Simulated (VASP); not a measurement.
# MgO (P6_3/mmc) in VASP: further runs

MgO is run at these levels: PBEsol; tasks: single point.

Everything below comes from runs of VASP 6.6.1. Logs are shortened: lines on timing, memory, paths and dates and some standing lists are left out, and cuts for length are marked.

## 1. The cell of the first run

The structure is hexagonal, space group P6_3/mmc (No. 194). The conventional cell has a = 3.670 Å, b = 3.670 Å, c = 4.335 Å, α = 90.00°, β = 90.00°, γ = 120.00°. Mg (site symmetry -6m2) has 5 O at 2.12 to 2.17 Å within 2.8 Å. Within 2.8 Å of O (site symmetry -6m2) lie 5 Mg at 2.12 to 2.17 Å.

## 2. Single point, PBEsol

INCAR reads:

```
PREC = Accurate ; ENCUT = 520
EDIFF = 1E-6 ; ISMEAR = 0
SIGMA = 0.05 ; LREAL = F
LASPH = T ; NELM = 100
ALGO = Normal ; ISIF = 2
LWAVE = F ; LCHARG = F
GGA = PS ; NBANDS = 16
```

KPOINTS reads:

```
regular mesh
0
Gamma
  9 9 6
```

POSCAR reads:

```
MgO
1.0
    3.6695000000      0.0000000000      0.0000000000
   -1.8347500000      3.1778802192      0.0000000000
    0.0000000000      0.0000000000      4.3345000000
Mg O
2 2
Direct
    0.6666666667      0.3333333333      0.7500000000
    0.3333333333      0.6666666667      0.2500000000
    0.6666666667      0.3333333333      0.2500000000
    0.3333333333      0.6666666667      0.7500000000
```

Potentials or basis: VASP PAW PBE potentials, release 64 (Mg, O).

Started as:

```console
cat potpaw_PBE.64/Mg/POTCAR potpaw_PBE.64/O/POTCAR > POTCAR
mpirun -np 1 vasp_std > vasp.out
```

OUTCAR:

```text
PREC = Accurate
   ENCUT = 520
   EDIFF = 1E-6
   ISMEAR = 0
   LREAL = F
   LASPH = T
   NELM = 100
   ISIF = 2
   GGA = PS

 ion  position               nearest neighbor table
   1  0.667  0.333  0.750-   4 2.12   4 2.12   4 2.12   3 2.17   3 2.17   2 3.03   2 3.03   2 3.03
                             2 3.03   2 3.03   2 3.03
   2  0.333  0.667  0.250-   3 2.12   3 2.12   3 2.12   4 2.17   4 2.17   1 3.03   1 3.03   1 3.03
                             1 3.03   1 3.03   1 3.03
   3  0.667  0.333  0.250-   2 2.12   2 2.12   2 2.12   1 2.17   1 2.17
   4  0.333  0.667  0.750-   1 2.12   1 2.12   1 2.12   2 2.17   2 2.17

  LATTYP: Found a hexagonal cell.
 ALAT       =     3.6695000000
 C/A-ratio  =     1.1812235999

  Lattice vectors:

 A1 = (   3.6695000000,   0.0000000000,   0.0000000000)
 A2 = (  -1.8347500000,   3.1778802192,   0.0000000000)
 A3 = (   0.0000000000,   0.0000000000,   4.3345000000)

Analysis of symmetry for initial positions (statically):
=====================================================================
 Subroutine PRICEL returns:
 Original cell was already a primitive cell.

 Routine SETGRP: Setting up the symmetry group for a
 hexagonal supercell.

 Subroutine GETGRP returns: Found 24 space group operations
 (whereof 12 operations were pure point group operations)
 out of a pool of 24 trial point group operations.

The static configuration has the point symmetry D_3d.
 The point group associated with its full space group is D_6h.

Analysis of symmetry for dynamics (positions and initial velocities):
=====================================================================
 Subroutine PRICEL returns:
 Original cell was already a primitive cell.

 Routine SETGRP: Setting up the symmetry group for a
 hexagonal supercell.

 Subroutine GETGRP returns: Found 24 space group operations
 (whereof 12 operations were pure point group operations)
 out of a pool of 24 trial point group operations.

The dynamic configuration has the point symmetry D_3d.
 The point group associated with its full space group is D_6h.

 Subroutine INISYM returns: Found 24 space group operations
 (whereof 12 operations are pure point group operations),
 and found     1 'primitive' translations

----------------------------------------------------------------------------------------

                                     Primitive cell

  volume of cell :      50.5456

  direct lattice vectors                    reciprocal lattice vectors
     3.669500000  0.000000000  0.000000000     0.272516692  0.157337585  0.000000000
    -1.834750000  3.177880219  0.000000000     0.000000000  0.314675171  0.000000000
     0.000000000  0.000000000  4.334500000     0.000000000  0.000000000  0.230707117

  length of vectors
     3.669500000  3.669500000  4.334500000     0.314675171  0.314675171  0.230707117

  position of ions in fractional coordinates (direct lattice)
     0.666666667  0.333333333  0.750000000
     0.333333333  0.666666667  0.250000000
     0.666666667  0.333333333  0.250000000
     0.333333333  0.666666667  0.750000000

  ion indices of the primitive-cell ions
   primitive index   ion index
                 1           1
                 2           2
                 3           3
                 4           4

----------------------------------------------------------------------------------------

 KPOINTS: regular mesh

Automatic generation of k-mesh.
 Grid dimensions read from file:
 generate k-points for:    9    9    6

 Generating k-lattice:

  Cartesian coordinates                     Fractional coordinates (reciprocal lattice)
     0.030279632  0.017481954  0.000000000     0.111111111 -0.000000000  0.000000000
     0.000000000  0.034963908  0.000000000     0.000000000  0.111111111  0.000000000
     0.000000000  0.000000000  0.038451186     0.000000000  0.000000000  0.166666667

  Length of vectors
     0.034963908  0.034963908  0.038451186

  Shift w.r.t. Gamma in fractional coordinates (k-lattice)
     0.000000000  0.000000000  0.000000000

 Subroutine IBZKPT returns following result:
 ===========================================

 Found     48 irreducible k-points:

 Following reciprocal coordinates:
            Coordinates               Weight
  0.000000  0.000000  0.000000      1.000000
  0.111111 -0.000000  0.000000      6.000000
  0.222222  0.000000  0.000000      6.000000
  0.333333 -0.000000  0.000000      6.000000
  0.444444  0.000000  0.000000      6.000000
  0.111111  0.111111  0.000000      6.000000
[... 16 lines left out ...]
  0.333333  0.222222  0.166667     24.000000
  0.333333  0.333333  0.166667      4.000000
 [... further k-points ...]
   k-points           NKPTS =     48   k-points in BZ     NKDIM =     48   number of bands    NBANDS=     16
   number of dos      NEDOS =    301   number of ions     NIONS =      4
   total plane-waves  NPLWV =  25088
   dimension x,y,z NGX =    28 NGY =   28 NGZ =   32
   dimension x,y,z NGXF=    56 NGYF=   56 NGZF=   64
   ions per type =               2   2
   NGX,Y,Z   is equivalent  to a cutoff of  12.69, 12.69, 12.27 a.u.
   NGXF,Y,Z  is equivalent  to a cutoff of  25.37, 25.37, 24.55 a.u.
 SYSTEM =  unknown system
   PREC   = accura    normal or accurate (medium, high low for compatibility)
   ISTART =      0    job   : 0-new  1-cont  2-samecut
   ICHARG =      2    charge: 1-file 2-atom 10-const
   ISPIN  =      1    spin polarized calculation?
   LNONCOLLINEAR =      F non collinear calculations
   LSORBIT =      F    spin-orbit coupling
   LASPH  =      T    aspherical Exc in radial PAW
   ENCUT  =  520.0 eV  38.22 Ry    6.18 a.u.   6.82  6.82  8.06*2*pi/ulx,y,z
   NELM   =    100;   NELMIN=  2; NELMDL= -5     # of ELM steps
   EDIFF  = 0.1E-05   stopping-criterion for ELM
   LREAL  =      F    real-space projection
   EDIFFG = 0.1E-04   stopping-criterion for IOM
   NSW    =      0    number of steps for IOM
   IBRION =     -1    ionic relax: 0-MD 1-quasi-New 2-CG
   NFREE  =      0    steps in history (QN), initial steepest desc. (CG)
   ISIF   =      2    stress and relaxation
   ISYM   =      2    0-nonsym 1-usesym 2-fastsym
   POTIM  = 0.5000    time-step for ionic-motion
   TEBEG  =    0.0;   TEEND  =   0.0 temperature during run
   PSTRESS=    0.0 pullay stress
   NELECT =      16.0000    total number of electrons
   NUPDOWN=      -1.0000    fix difference up-down
   EMIN   =  10.00;   EMAX   =-10.00  energy-range for DOS
   EFERMI =   0.00;   METHOD = LEGACY
   ISMEAR =     0;   SIGMA  =   0.05  broadening in eV -4-tet -1-fermi 0-gaus
   EFERMI_NEDOS =   21; number of points for ismear=-14 and -15
   IALGO  =     38    algorithm
   IMIX   =      4    mixing-type and parameters
     AMIX     =   0.40;   BMIX     =  1.00
     AMIX_MAG =   1.60;   BMIX_MAG =  1.00
  volume/ion in A,a.u.               =      12.64        85.27
  Fermi-wavevector in a.u.,A,eV,Ry     =   1.115716  2.108398 16.936836  1.244822
  Thomas-Fermi vector in A             =   2.252323
   LORBIT       =      0    0 simple, 1 ext, 2 COOP (PROOUT), +10 PAW based schemes
   GGA     = PS    functional components
   LHFCALC =     F    Hartree Fock is set to
   AEXX    =    0.0000 exact exchange contribution
   IVDW    =     0    specifies the selected vdW correction
   LEPSILON=     F    determine dielectric tensor
   LRPA    =     F    only Hartree local field effects (RPA)
 non-spin polarized calculation
 Gauss-broadening in eV      SIGMA  =   0.05
  energy-cutoff  :      520.00
  volume of cell :       50.55
 maximum number of plane-waves:      1380
 NGX is ok and might be reduce to    28
   NGX = 13   NGY = 13   NGZ = 17

 number of electron      16.0000000 magnetization

 Free energy of the ion-electron system (eV)
  ---------------------------------------------------
  ext. energy  EPLUGINS =         0.00000000
  ---------------------------------------------------
  free energy    TOTEN  =       -24.46786499 eV

  energy without entropy =      -24.46786499  energy(sigma->0) =      -24.46786499

 E-fermi :   1.2488     XC(G=0):  -9.6978

 val. band max:        1.0047643909   @ k =   0.0000   0.0000   0.0000
 cond. band min:       3.6777074862   @ k =   0.0000   0.0000   0.0000
 fundamental gap:      2.6729430953
 Fermi energy:         1.2487754162

 k-point     1 :       0.0000    0.0000    0.0000
  band No.  band energies     occupation
      1     -15.2678      2.00000
      2     -14.1535      2.00000
      3      -2.1629      2.00000
      4      -0.4870      2.00000
      5      -0.4870      2.00000
      6       0.3986      2.00000
[... 8 lines left out ...]
     15      15.1111      0.00000
     16      15.6830      0.00000

 k-point     2 :       0.1111   -0.0000    0.0000
  band No.  band energies     occupation
      1     -15.2210      2.00000
      2     -14.1642      2.00000
      3      -2.0778      2.00000
      4      -0.6578      2.00000
      5      -0.5730      2.00000
      6       0.0983      2.00000
[... 8 lines left out ...]
     15      15.1575      0.00000
     16      15.1763      0.00000

 k-point     3 :       0.2222    0.0000    0.0000
  band No.  band energies     occupation
      1     -15.0918      2.00000
      2     -14.2009      2.00000
      3      -1.8346      2.00000
      4      -1.1655      2.00000
      5      -0.7563      2.00000
      6      -0.3099      2.00000
[... 8 lines left out ...]
     15      14.3251      0.00000
     16      14.5989      0.00000
[... 362 lines left out ...]
 k-point    23 :       0.3333    0.2222    0.1667
  band No.  band energies     occupation
      1     -14.6389      2.00000
      2     -14.4206      2.00000
      3      -2.0659      2.00000
      4      -1.5823      2.00000
      5      -1.2277      2.00000
      6      -0.2909      2.00000
[... 8 lines left out ...]
     15      14.1918      0.00000
     16      15.2979      0.00000

 k-point    24 :       0.3333    0.3333    0.1667
  band No.  band energies     occupation
      1     -14.5198      2.00000
      2     -14.5198      2.00000
      3      -2.0226      2.00000
      4      -1.4910      2.00000
      5      -1.4910      2.00000
      6       0.0122      2.00000
[... 8 lines left out ...]
     15      14.2391      0.00000
     16      15.9365      0.00000

 [... further k-points ...]

------------------------ aborting loop because EDIFF is reached ----------------------------------------

  FORCE on cell =-STRESS in cart. coord.  units (eV):
  Direction    XX          YY          ZZ          XY          YZ          ZX
  --------------------------------------------------------------------------------------
  -------------------------------------------------------------------------------------
  Total       -4.2604061     -4.2604061     -4.1797966      0.0000000      0.0000000      0.0000000
  in kB     -135.0448918   -135.0448918   -132.4897581      0.0000000      0.0000000      0.0000000
  external PRESSURE =    -134.1931806 kB  Pullay stress =       0.0000000 kB

 VOLUME and BASIS-vectors are now :
 -----------------------------------------------------------------------------
  energy-cutoff  :      520.00
  volume of cell :       50.55
      direct lattice vectors                 reciprocal lattice vectors
     3.669500000  0.000000000  0.000000000     0.272516692  0.157337585  0.000000000
    -1.834750000  3.177880219  0.000000000     0.000000000  0.314675171  0.000000000
     0.000000000  0.000000000  4.334500000     0.000000000  0.000000000  0.230707117

 POSITION                                       TOTAL-FORCE (eV/Angst)
 -----------------------------------------------------------------------------------
      1.83475      1.05929      3.25088         0.000000     -0.000000      0.000000
     -0.00000      2.11859      1.08363        -0.000000      0.000000      0.000000
      1.83475      1.05929      1.08363         0.000000      0.000000      0.000000
     -0.00000      2.11859      3.25088         0.000000     -0.000000      0.000000
 -----------------------------------------------------------------------------------
    total drift:                               -0.000000      0.000000     -0.000000

  FREE ENERGIE OF THE ION-ELECTRON SYSTEM (eV)
  ---------------------------------------------------
  free  energy   TOTEN  =       -24.4678649853 eV

  energy  without entropy=      -24.4678649853  energy(sigma->0) =      -24.46786499
```

Run time: 30 s. Hardware: 1 thread of AMD EPYC 7R43 (Zen 3), shared host; peak memory 0.14 GiB.

Results:

```yaml
Free_energy: -24.4679 eV
Pressure: -13.4 GPa
Band_gap_on_the_k_mesh: 2.67 eV, direct
```

Levels at points of the mesh, in eV from the valence-band top:
| k point | band 4 | band 5 | band 6 | band 7 | band 8 | band 9 | band 10 | band 11 | band 12 | band 13 |
| --- | --- | --- | --- | --- | --- | --- | --- | --- | --- | --- |
| (0.00, 0.00, 0.00) | -1.49 | -1.49 | -0.61 | -0.61 | 0.00 | 2.67 | 8.37 | 11.18 | 11.45 | 11.45 |
| (0.00, 0.00, 0.50) | -2.20 | -1.06 | -1.06 | -1.06 | -1.06 | 5.67 | 5.67 | 11.79 | 11.79 | 11.79 |

Caveat: the PAW data sets were made with another functional, which shifts forces and pressure a little. Expect the measured gap to be larger: semilocal functionals such as PBEsol lack the derivative discontinuity.

## 3. Single point, PBEsol

This run uses another cell than the first one, of 9.51 Å³/atom, 0.753 times its volume.

INCAR reads:

```
SYSTEM = MgO
  ALGO = Normal
  EDIFF = 1E-6
  ENCUT = 520
  GGA = PS
  ISIF = 2
  ISMEAR = 0
  LASPH = .True.
  LCHARG = .False.
  LREAL = .False.
  LWAVE = .False.
  NBANDS = 16
  NELM = 100
  PREC = Accurate
  SIGMA = 0.05
```

KPOINTS reads:

```
k-points
0
Gamma
  9 9 6
  0 0 0
```

POSCAR reads:

```
MgO
1.0
    3.3200000000      0.0000000000      0.0000000000
   -1.6600000000      2.8752043406      0.0000000000
    0.0000000000      0.0000000000      3.9850000000
Mg O
2 2
Direct
    0.6666666667      0.3333333333      0.7500000000
    0.3333333333      0.6666666667      0.2500000000
    0.6666666667      0.3333333333      0.2500000000
    0.3333333333      0.6666666667      0.7500000000
```

Potentials or basis: VASP PAW PBE potentials, release 64 (Mg, O).

Started as:

```console
cat potpaw_PBE.64/Mg/POTCAR potpaw_PBE.64/O/POTCAR > POTCAR
mpirun -np 1 vasp_std > vasp.out
```

Run time: 29 s. Hardware: 1 thread of AMD EPYC 7R43 (Zen 3), shared host; peak memory 0.13 GiB.

Results (log left out):

```yaml
Free_energy: -24.2874 eV
Pressure: 27.4 GPa
Band_gap_on_the_k_mesh: 4.06 eV, direct
```

Stress tensor (GPa, compression positive):
```
26.74  0.00  0.00
 0.00 26.74  0.00
 0.00  0.00 28.61
```

Levels at points of the mesh, in eV from the valence-band top:
```
           k point  band 4  band 5  band 6  band 7  band 8  band 9  band 10  band 11  band 12  band 13
(0.00, 0.00, 0.00)   -2.06   -2.06   -1.03   -1.03    0.00    4.06    10.59    13.27    13.43    13.43
(0.00, 0.00, 0.50)   -2.76   -1.58   -1.58   -1.58   -1.58    7.14     7.14    13.77    13.77    13.77
```

Caveat: the PAW data sets were made with another functional, which shifts forces and pressure a little.

(Part 1 of 2 ends here.)
